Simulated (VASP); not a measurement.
# SnO (P4/nmm) in VASP: further runs

SnO is run at these levels: r2SCAN; tasks: single point.

All numbers are computed with VASP 6.6.1; they aren't measurements. Logs are shortened: lines on timing, memory, paths and dates and some standing lists are left out, and cuts for length are marked.

**1. The cell of the first run**

Symmetry: P4/nmm, No. 129, tetragonal system. The conventional cell has a = 3.793 Å, b = 3.793 Å, c = 4.616 Å, α = 90.00°, β = 90.00°, γ = 90.00°. Within 2.9 Å of Sn (site symmetry 4mm) lie 4 O at 2.21 Å. Within 2.9 Å of O (site symmetry -4m2) lie 4 Sn at 2.21 Å and 4 O at 2.68 Å.

**2. Single point, r2SCAN (uniaxial z strain -3.0%)**

POSCAR reads:

```
SnO
1.0
    3.7925880617      0.0000000000      0.0000000000
    0.0000000000      3.7925880617      0.0000000000
    0.0000000000      0.0000000000      4.6156356110
Sn O
2 2
Direct
    0.0000000000      0.5000000000      0.2472417149
    0.5000000000      0.0000000000      0.7527582851
    0.5000000000      0.5000000000      0.0000000000
    0.0000000000      0.0000000000      0.0000000000
```

INCAR.step1 reads:

```
ALGO = Normal ; EDIFF = 1E-5
ENCUT = 910 ; GGA = PE
GGA_COMPAT = F ; ISMEAR = -1
LASPH = T ; LCHARG = F
LREAL = F ; LWAVE = T
NBANDS = 28 ; NELM = 120
PREC = Accurate ; SIGMA = 0.02
```

INCAR.step2 reads:

```
ALGO = Normal ; EDIFF = 1E-6
ENCUT = 910 ; GGA_COMPAT = F
ISIF = 2 ; ISMEAR = -1
ISTART = 1 ; LASPH = T
LCHARG = T ; LELF = T
LMIXTAU = T ; LREAL = F
LVHAR = T ; LWAVE = F
METAGGA = R2SCAN ; NBANDS = 28
NELM = 120 ; PREC = Accurate
SIGMA = 0.02
```

KPOINTS reads:

```
k-points
0
Gamma
  6 6 6
```

Potentials or basis: VASP PAW PBE potentials, release 64 (Sn_d, O_h).

Started as:

```
$ cat potpaw_PBE.64/Sn_d/POTCAR potpaw_PBE.64/O_h/POTCAR > POTCAR
$ cp INCAR.step1 INCAR
$ mpirun -np 1 vasp_std > vasp.out
$ cp INCAR.step2 INCAR
$ mpirun -np 1 vasp_std > vasp.out
```

OUTCAR:

```text
EDIFF = 1E-6
   ENCUT = 910
   ISIF = 2
   ISMEAR = -1
   ISTART = 1
   LASPH = T
   LREAL = F
   METAGGA = R2SCAN
   NELM = 120
   PREC = Accurate

 ion  position               nearest neighbor table
   1  0.000  0.500  0.247-   3 2.21   4 2.21   4 2.21   3 2.21   2 3.52   2 3.52   2 3.52   2 3.52
                             2 3.55   2 3.55   2 3.55   2 3.55
   2  0.500  0.000  0.753-   3 2.21   4 2.21   3 2.21   4 2.21   1 3.52   1 3.52   1 3.52   1 3.52
                             1 3.55   1 3.55   1 3.55   1 3.55
   3  0.500  0.500  0.000-   1 2.21   2 2.21   2 2.21   1 2.21
   4  0.000  0.000  0.000-   1 2.21   2 2.21   1 2.21   2 2.21

  LATTYP: Found a simple tetragonal cell.
 ALAT       =     3.7925880617
 C/A-ratio  =     1.2170147498

  Lattice vectors:

 A1 = (   3.7925880617,   0.0000000000,   0.0000000000)
 A2 = (   0.0000000000,   3.7925880617,   0.0000000000)
 A3 = (   0.0000000000,   0.0000000000,   4.6156356110)

Analysis of symmetry for initial positions (statically):
=====================================================================
 Subroutine PRICEL returns:
 Original cell was already a primitive cell.

 Routine SETGRP: Setting up the symmetry group for a
 simple tetragonal supercell.

 Subroutine GETGRP returns: Found 16 space group operations
 (whereof  8 operations were pure point group operations)
 out of a pool of 16 trial point group operations.

The static configuration has the point symmetry D_2d.
 The point group associated with its full space group is D_4h.

Analysis of symmetry for dynamics (positions and initial velocities):
=====================================================================
 Subroutine PRICEL returns:
 Original cell was already a primitive cell.

 Routine SETGRP: Setting up the symmetry group for a
 simple tetragonal supercell.

 Subroutine GETGRP returns: Found 16 space group operations
 (whereof  8 operations were pure point group operations)
 out of a pool of 16 trial point group operations.

The dynamic configuration has the point symmetry D_2d.
 The point group associated with its full space group is D_4h.

 Subroutine INISYM returns: Found 16 space group operations
 (whereof  8 operations are pure point group operations),
 and found     1 'primitive' translations

----------------------------------------------------------------------------------------

                                     Primitive cell

  volume of cell :      66.3900

  direct lattice vectors                    reciprocal lattice vectors
     3.792588062  0.000000000  0.000000000     0.263672190  0.000000000  0.000000000
     0.000000000  3.792588062  0.000000000     0.000000000  0.263672190  0.000000000
     0.000000000  0.000000000  4.615635611     0.000000000  0.000000000  0.216654884

  length of vectors
     3.792588062  3.792588062  4.615635611     0.263672190  0.263672190  0.216654884

  position of ions in fractional coordinates (direct lattice)
     0.000000000  0.500000000  0.247241715
     0.500000000  0.000000000  0.752758285
     0.500000000  0.500000000  0.000000000
     0.000000000  0.000000000  0.000000000

  ion indices of the primitive-cell ions
   primitive index   ion index
                 1           1
                 2           2
                 3           3
                 4           4

----------------------------------------------------------------------------------------

 KPOINTS: k-points

Automatic generation of k-mesh.
 Grid dimensions read from file:
 generate k-points for:    6    6    6

 Generating k-lattice:

  Cartesian coordinates                     Fractional coordinates (reciprocal lattice)
     0.043945365  0.000000000  0.000000000     0.166666667  0.000000000  0.000000000
     0.000000000  0.043945365  0.000000000     0.000000000  0.166666667  0.000000000
     0.000000000  0.000000000  0.036109147     0.000000000  0.000000000  0.166666667

  Length of vectors
     0.043945365  0.043945365  0.036109147

  Shift w.r.t. Gamma in fractional coordinates (k-lattice)
     0.000000000  0.000000000  0.000000000

 Subroutine IBZKPT returns following result:
 ===========================================

 Found     40 irreducible k-points:

 Following reciprocal coordinates:
            Coordinates               Weight
  0.000000  0.000000  0.000000      1.000000
  0.166667  0.000000  0.000000      4.000000
  0.333333  0.000000  0.000000      4.000000
  0.500000  0.000000  0.000000      2.000000
  0.166667  0.166667  0.000000      4.000000
  0.333333  0.166667  0.000000      8.000000
[... 16 lines left out ...]
  0.333333  0.000000  0.333333      8.000000
  0.500000  0.000000  0.333333      4.000000
 [... further k-points ...]
   k-points           NKPTS =     40   k-points in BZ     NKDIM =     40   number of bands    NBANDS=     28
   number of dos      NEDOS =    301   number of ions     NIONS =      4
   total plane-waves  NPLWV =  76800
   dimension x,y,z NGX =    40 NGY =   40 NGZ =   48
   dimension x,y,z NGXF=    80 NGYF=   80 NGZF=   96
   ions per type =               2   2
   NGX,Y,Z   is equivalent  to a cutoff of  17.53, 17.53, 17.29 a.u.
   NGXF,Y,Z  is equivalent  to a cutoff of  35.07, 35.07, 34.58 a.u.
 SYSTEM =  unknown system
   PREC   = accura    normal or accurate (medium, high low for compatibility)
   ISTART =      1    job   : 0-new  1-cont  2-samecut
   ICHARG =      0    charge: 1-file 2-atom 10-const
   ISPIN  =      1    spin polarized calculation?
   LNONCOLLINEAR =      F non collinear calculations
   LSORBIT =      F    spin-orbit coupling
   LASPH  =      T    aspherical Exc in radial PAW
   ENCUT  =  910.0 eV  66.88 Ry    8.18 a.u.   9.33  9.33 11.35*2*pi/ulx,y,z
   NELM   =    120;   NELMIN=  2; NELMDL=  0     # of ELM steps
   EDIFF  = 0.1E-05   stopping-criterion for ELM
   LREAL  =      F    real-space projection
   EDIFFG = 0.1E-04   stopping-criterion for IOM
   NSW    =      0    number of steps for IOM
   IBRION =     -1    ionic relax: 0-MD 1-quasi-New 2-CG
   NFREE  =      0    steps in history (QN), initial steepest desc. (CG)
   ISIF   =      2    stress and relaxation
   ISYM   =      2    0-nonsym 1-usesym 2-fastsym
   POTIM  = 0.5000    time-step for ionic-motion
   TEBEG  =    0.0;   TEEND  =   0.0 temperature during run
   PSTRESS=    0.0 pullay stress
   NELECT =      40.0000    total number of electrons
   NUPDOWN=      -1.0000    fix difference up-down
   EMIN   =  10.00;   EMAX   =-10.00  energy-range for DOS
   EFERMI =   0.00;   METHOD = LEGACY
   ISMEAR =    -1;   SIGMA  =   0.02  broadening in eV -4-tet -1-fermi 0-gaus
   EFERMI_NEDOS =   21; number of points for ismear=-14 and -15
   IALGO  =     38    algorithm
   IMIX   =      4    mixing-type and parameters
     AMIX     =   0.40;   BMIX     =  1.00
     AMIX_MAG =   1.60;   BMIX_MAG =  1.00
  volume/ion in A,a.u.               =      16.60       112.01
  Fermi-wavevector in a.u.,A,eV,Ry     =   1.382698  2.612920 26.012334  1.911853
  Thomas-Fermi vector in A             =   2.507365
   LORBIT       =      0    0 simple, 1 ext, 2 COOP (PROOUT), +10 PAW based schemes
   METAGGA = R2SCAN    functional components
   LHFCALC =     F    Hartree Fock is set to
   AEXX    =    0.0000 exact exchange contribution
   IVDW    =     0    specifies the selected vdW correction
   LEPSILON=     F    determine dielectric tensor
   LRPA    =     F    only Hartree local field effects (RPA)
 non-spin polarized calculation
  energy-cutoff  :      910.00
  volume of cell :       66.39
 maximum number of plane-waves:      4166
 NGX is ok and might be reduce to    40
   NGX = 19   NGY = 19   NGZ = 23

 number of electron      39.9999994 magnetization

 Free energy of the ion-electron system (eV)
  ---------------------------------------------------
  ext. energy  EPLUGINS =         0.00000000
  ---------------------------------------------------
  free energy    TOTEN  =       -66.88382345 eV

  energy without entropy =      -66.88329403  energy(sigma->0) =      -66.88355874

 E-fermi :   7.9654     XC(G=0): -11.2802

 val. band max:        7.9428402491   @ k =   0.5000   0.5000   0.0000
 cond. band min:       8.0778471199   @ k =   0.0000   0.0000   0.0000
 fundamental gap:      0.1350068708
 Fermi energy:         7.9653611828

 k-point     1 :       0.0000    0.0000    0.0000
  band No.  band energies     occupation
      1     -15.0260      2.00000
      2     -14.4267      2.00000
      3     -14.4267      2.00000
      4     -14.4167      2.00000
      5     -14.3671      2.00000
      6     -14.3543      2.00000
[... 20 lines left out ...]
     27      15.0332      0.00000
     28      15.5517      0.00000

 k-point     2 :       0.1667    0.0000    0.0000
  band No.  band energies     occupation
      1     -15.0087      2.00000
      2     -14.5044      2.00000
      3     -14.4209      2.00000
      4     -14.4166      2.00000
      5     -14.3965      2.00000
      6     -14.3672      2.00000
[... 20 lines left out ...]
     27      15.2979      0.00000
     28      17.4219      0.00000

 k-point     3 :       0.3333    0.0000    0.0000
  band No.  band energies     occupation
      1     -14.9604      2.00000
      2     -14.7231      2.00000
      3     -14.4030      2.00000
      4     -14.3903      2.00000
      5     -14.3784      2.00000
      6     -14.3655      2.00000
[... 20 lines left out ...]
     27      15.7809      0.00000
     28      18.4840      0.00000

 k-point     4 :       0.5000    0.0000    0.0000
  band No.  band energies     occupation
      1     -14.8733      2.00000
      2     -14.8733      2.00000
      3     -14.3826      2.00000
      4     -14.3826      2.00000
      5     -14.3652      2.00000
      6     -14.3652      2.00000
[... 20 lines left out ...]
     27      16.6850      0.00000
     28      16.6850      0.00000

 k-point     5 :       0.1667    0.1667    0.0000
  band No.  band energies     occupation
      1     -14.9959      2.00000
      2     -14.6001      2.00000
      3     -14.4324      2.00000
      4     -14.4015      2.00000
      5     -14.3873      2.00000
      6     -14.3677      2.00000
[... 20 lines left out ...]
     27      16.6614      0.00000
     28      17.9988      0.00000

 k-point     6 :       0.3333    0.1667    0.0000
  band No.  band energies     occupation
      1     -14.9606      2.00000
      2     -14.7689      2.00000
      3     -14.4187      2.00000
      4     -14.3859      2.00000
      5     -14.3685      2.00000
      6     -14.3606      2.00000
[... 463 lines left out ...]
      5     -14.3699      2.00000
      6     -14.3489      2.00000
[... 20 lines left out ...]
     27      16.6054      0.00000
     28      16.6054      0.00000

 k-point    22 :       0.1667    0.0000    0.3333
  band No.  band energies     occupation
      1     -14.9935      2.00000
      2     -14.5478      2.00000
      3     -14.4140      2.00000
      4     -14.4056      2.00000
      5     -14.3818      2.00000
      6     -14.3535      2.00000
[... 20 lines left out ...]
     27      16.7828      0.00000
     28      17.6799      0.00000

 k-point    23 :       0.3333    0.0000    0.3333
  band No.  band energies     occupation
      1     -14.9617      2.00000
      2     -14.7585      2.00000
      3     -14.4170      2.00000
      4     -14.3878      2.00000
      5     -14.3820      2.00000
      6     -14.3755      2.00000
[... 20 lines left out ...]
     27      17.2096      0.00000
     28      18.8526      0.00000

 k-point    24 :       0.5000    0.0000    0.3333
  band No.  band energies     occupation
      1     -14.8940      2.00000
      2     -14.8940      2.00000
      3     -14.4119      2.00000
      4     -14.4119      2.00000
      5     -14.3706      2.00000
      6     -14.3706      2.00000
[... 20 lines left out ...]
     27      17.8291      0.00000
     28      17.8291      0.00000

 [... further k-points ...]

------------------------ aborting loop because EDIFF is reached ----------------------------------------

  FORCE on cell =-STRESS in cart. coord.  units (eV):
  Direction    XX          YY          ZZ          XY          YZ          ZX
  --------------------------------------------------------------------------------------
  -------------------------------------------------------------------------------------
  Total        0.8938922      0.8938922      1.3231859      0.0000000      0.0000000      0.0000000
  in kB       21.5721225     21.5721225     31.9321801      0.0000000      0.0000000      0.0000000
  external PRESSURE =      25.0254750 kB  Pullay stress =       0.0000000 kB

 VOLUME and BASIS-vectors are now :
 -----------------------------------------------------------------------------
  energy-cutoff  :      910.00
  volume of cell :       66.39
      direct lattice vectors                 reciprocal lattice vectors
     3.792588062  0.000000000  0.000000000     0.263672190  0.000000000  0.000000000
     0.000000000  3.792588062  0.000000000     0.000000000  0.263672190  0.000000000
     0.000000000  0.000000000  4.615635611     0.000000000  0.000000000  0.216654884

 POSITION                                       TOTAL-FORCE (eV/Angst)
 -----------------------------------------------------------------------------------
      0.00000      1.89629      1.14118         0.000000     -0.000000      0.108311
      1.89629      0.00000      3.47446        -0.000000     -0.000000     -0.108311
      1.89629      1.89629      0.00000         0.000000      0.000000      0.000000
      0.00000      0.00000      0.00000         0.000000     -0.000000      0.000000
 -----------------------------------------------------------------------------------
    total drift:                               -0.000000      0.000000      0.000000

  FREE ENERGIE OF THE ION-ELECTRON SYSTEM (eV)
  ---------------------------------------------------
  free  energy   TOTEN  =       -66.8838234490 eV

  energy  without entropy=      -66.8832940324  energy(sigma->0) =      -66.88355874
```

It took 5.6 min on 1 thread of Intel Xeon 6975P-C (Granite Rapids), shared host; peak memory 0.37 GiB.

What came out:

| Item | Value |
| --- | --- |
| Free energy | -66.8838 eV |
| Pressure | 2.5 GPa |
| Largest force | 0.108 eV/Å |
| Band gap on the k mesh | zero (bands 20 and 21 overlap by 0.13 eV) |

Forces in eV/Å, atoms in the order of the input:
```
Sn   0.000  0.000  0.108
Sn   0.000  0.000 -0.108
O    0.000  0.000  0.000
O    0.000  0.000  0.000
```

Stress tensor (GPa, compression positive):
```
2.16 0.00 0.00
0.00 2.16 0.00
0.00 0.00 3.19
```

Levels at points of the mesh, in eV from the Fermi level:
```
           k point  band 16  band 17  band 18  band 19  band 20  band 21  band 22  band 23  band 24  band 25
(0.00, 0.00, 0.00)    -6.82    -3.90    -3.62    -3.62     0.11     2.73     4.70     4.70     5.29     6.56
(0.50, 0.00, 0.00)    -5.41    -5.34    -5.34    -3.06    -3.06     3.88     3.88     6.21     6.21     6.83
(0.50, 0.50, 0.00)    -5.54    -2.93    -2.93    -2.04    -2.04    -0.02    -0.02     5.01     5.01     8.45
(0.00, 0.00, 0.50)    -3.99    -3.63    -3.63    -2.56    -2.44     2.05     2.87     2.87     3.69     8.76
(0.50, 0.00, 0.50)    -5.98    -5.28    -5.28    -1.95    -1.95     3.18     3.18     5.57     5.57     7.42
(0.50, 0.50, 0.50)    -6.14    -3.06    -3.06    -2.93    -2.93     2.45     2.45     4.98     4.98     6.20
```

Caveat: the cell differs from its parent crystal (uniaxial z strain -3.0%); the cutoff is under 1.25 times the usual one of these potentials, so pressure, stress and relaxed cells hold a basis-set (Pulay) error; semilocal functionals underestimate gaps, so a narrow gap can read as zero; the PAW data sets were made with another functional, which shifts forces and pressure a little; spin-orbit coupling is left out, which moves the levels of the heavy elements.

(Continued in part 2 of 3.)
